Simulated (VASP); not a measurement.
Input of a VASP 6.6.1 run:

File INCAR:

```
ALGO = Fast ; DIPOL = 0.5 0.5 0.500
EDIFF = 1E-6 ; EDIFFG = -0.03
ENCUT = 520 ; GGA = PS
IBRION = 2 ; IDIPOL = 3
ISIF = 2 ; ISMEAR = 0
KPAR = 4 ; LASPH = True
LCHARG = False ; LDIPOL = True
LREAL = False ; LWAVE = False
NELM = 80 ; NSW = 90
PREC = Accurate ; SIGMA = 0.1
```

File KPOINTS:

```
k-points
0
Gamma
  10 10 1
```

File POSCAR:

```
WC
1.0
    2.8276119040      0.0000000000      0.0000000000
    0.0000000000      2.8984136663      0.0000000000
    0.0000000000      0.0000000000     22.8568996867
C W
3 3
Selective dynamics
Direct
    0.5000000000      0.0000000000      0.3718789563  F F F
    0.5000000000      0.5000000000      0.4816969938  F F F
    0.5000000000      0.0000000000      0.5915150312  T T T
    0.0000000000      0.5000000000      0.4084849688  F F F
    0.0000000000      0.0000000000      0.5183030062  T T T
    0.0000000000      0.5000000000      0.6281210437  T T T
```

Potentials or basis: VASP PAW PBE potentials, release 64 (C, W_sv).

Launch:

```console
$ cat potpaw_PBE.64/C/POTCAR potpaw_PBE.64/W_sv/POTCAR > POTCAR
$ mpirun -np 4 vasp_std > vasp.out
```

Q: What does it give for the energy gained by relaxing?

A: 3.5 meV/atom.

Q: Predict the band gap on the k mesh.

A: Zero (bands 27 and 28 overlap by 1.96 eV).

Step by step:
```csv
step,energy change (eV),largest force on free atoms (eV/Å),pressure (GPa)
1,0.0000,0.7692,-4.03
2,-0.0196,0.2537,-3.33
3,-0.0200,0.1791,-3.43
4,-0.0206,0.0632,-3.37
5,-0.0206,0.0358,-3.38
6,-0.0207,0.0310,-3.36
7,-0.0209,0.0157,-3.27
```

Caveat: the PAW data sets were made with another functional, which shifts forces and pressure a little; spin-orbit coupling is left out, which moves the levels of the heavy elements.
